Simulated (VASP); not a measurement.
Here is a VASP 6.6.1 calculation.

File INCAR:

```
PREC = Accurate
ENCUT = 520
EDIFF = 1E-7
ISMEAR = 0
SIGMA = 0.1
LREAL = F
LASPH = T
NELM = 80
ALGO = Normal
ISIF = 2
LWAVE = F
LCHARG = F
GGA = PE
NBANDS = 42
```

The input KPOINTS:

```
Automatic mesh
0
Gamma
  4 4 4
```

The input POSCAR:

```
W3O4
1.0
    4.1491543400      0.0000000000      0.0000000000
    0.0000000000      4.1491543400      0.0000000000
    0.0000000000      0.0000000000      4.1491543400
W O
3 4
Direct
    0.5000000000      0.5000000000      0.0000000000
    0.0000000000      0.5000000000      0.5000000000
    0.5000000000      0.0000000000      0.5000000000
    0.5000000000      0.5000000000      0.5000000000
    0.5000000000      0.0000000000      0.0000000000
    0.0000000000      0.5000000000      0.0000000000
    0.0000000000      0.0000000000      0.5000000000
```

Potentials or basis: VASP PAW PBE potentials, release 64 (W_sv, O).

Command:

```console
$ cat potpaw_PBE.64/W_sv/POTCAR potpaw_PBE.64/O/POTCAR > POTCAR
$ mpirun -np 1 vasp_std > vasp.out
```

Task: Predict the band gap on the k mesh.

Result: Zero (bands 33 and 34 overlap by 1.89 eV).

Task: What does it give for the pressure?

Result: 32.2 GPa.

Caveat: the k points lie up to 0.38 Å⁻¹ apart, too coarse for converged energies and pressures of a metal; spin-orbit coupling is left out, which moves the levels of the heavy elements.
